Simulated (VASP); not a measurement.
**VSe: single point with LDA+U**

VSe:

```
CELL_PARAMETERS angstrom
3.31951 0.00000 0.00000
0.00000 3.31951 0.00000
0.00000 0.00000 3.31951
ATOMIC_POSITIONS crystal
V 0.00000 0.00000 0.00000
Se 0.50000 0.50000 0.50000
```

- Program: VASP 6.6.1
- Task: single point
- Functional: LDA
- Potentials or basis: VASP PAW LDA potentials, release 64 (V_sv, Se)
- Cutoff: 500 eV
- k mesh: 6 × 6 × 6
- Occupations: gaussian, width 0.05 eV
- Spin: collinear spin, ferromagnetic start
- Starting moments: [1.5, 0.0] μB
- Fixed moment: 1.5 μB
- Hubbard terms: V d U = 5.0 eV
- Dipole correction: no
- Further INCAR settings: ALGO = Normal; EDIFF = 1e-06; NBANDS = 20

```json
{
 "Pressure": "-7.2 GPa",
 "Net moment": "1.50 μB per cell",
 "Site moments": "V +1.83; Se -0.28 μB",
 "Valence electrons inside the program's atomic spheres": "V 11.28; Se 3.82"
}
```

Eigenvalues of the final occupation matrices:
```tsv
site	spin	trace	eigenvalues
site 1 d	1	2.42	0.08 0.08 0.76 0.76 0.76
site 1 d	2	0.60	0.05 0.05 0.05 0.22 0.22
```

Wall time 46 s on 1 thread of Intel(R) Xeon(R) Platinum 8488C (Sapphire Rapids) (shared host), peak memory 0.15 GiB.

Caveat: the cell stands under tension; the total moment is fixed, so each spin has its own Fermi level and the state may be an excited one. The state reached can hang on the start; a lower one may exist.
